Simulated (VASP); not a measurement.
Input of a VASP 6.6.1 run:

Contents of INCAR:

```
SYSTEM = Ba
PREC = Accurate
ENCUT = 500
EDIFF = 1E-6
ISMEAR = -1
SIGMA = 0.1
LREAL = .FALSE.
LASPH = .TRUE.
NELM = 120
ALGO = Normal
ISIF = 2
LWAVE = .FALSE.
LCHARG = .FALSE.
GGA = PS
NBANDS = 11
GGA_COMPAT = .FALSE.
```

KPOINTS

```
regular mesh
0
G
  7 7 7
  0 0 0
```

POSCAR

```
Ba
1.0
    3.9177180000      0.0000000000      0.0000000000
    0.0000000000      3.9177180000      0.0000000000
    0.0000000000      0.0000000000      3.9177180000
Ba
1
Direct
    0.0000000000      0.0000000000      0.0000000000
```

Potentials or basis: VASP PAW PBE potentials, release 64 (Ba_sv).

Launch:

```console
$ cat potpaw_PBE.64/Ba_sv/POTCAR > POTCAR
$ mpirun -np 1 vasp_std > vasp.out
```

What does it give for the pressure?

-0.4 GPa.

Caveat: the PAW data sets were made with another functional, which shifts forces and pressure a little.
